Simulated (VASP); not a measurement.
Here is a VASP 6.6.1 calculation.

The input INCAR:

```
SYSTEM = Ta
PREC = Accurate ; ENCUT = 520
EDIFF = 1E-6 ; ISMEAR = -1
SIGMA = 0.1 ; LREAL = .FALSE.
LASPH = .TRUE. ; NELM = 100
ALGO = Normal ; ISIF = 2
LWAVE = .FALSE. ; LCHARG = .TRUE.
GGA = PE ; LELF = .TRUE.
LVHAR = .TRUE. ; NBANDS = 12
```

Contents of KPOINTS:

```
Automatic mesh
0
G
  14 14 14
  0 0 0
```

File POSCAR:

```
Ta
1.0
    0.0000000000      2.0234178462      2.0234178462
    2.0234178462      0.0000000000      2.0234178462
    2.0234178462      2.0234178462      0.0000000000
Ta
1
Direct
    0.0000000000      0.0000000000      0.0000000000
```

Potentials or basis: VASP PAW PBE potentials, release 64 (Ta_pv).

Run with:

```bash
$ cat potpaw_PBE.64/Ta_pv/POTCAR > POTCAR
$ mpirun -np 1 vasp_std > vasp.out
```

(1) Estimate the pressure.

## Answers

(1) 31.0 GPa.
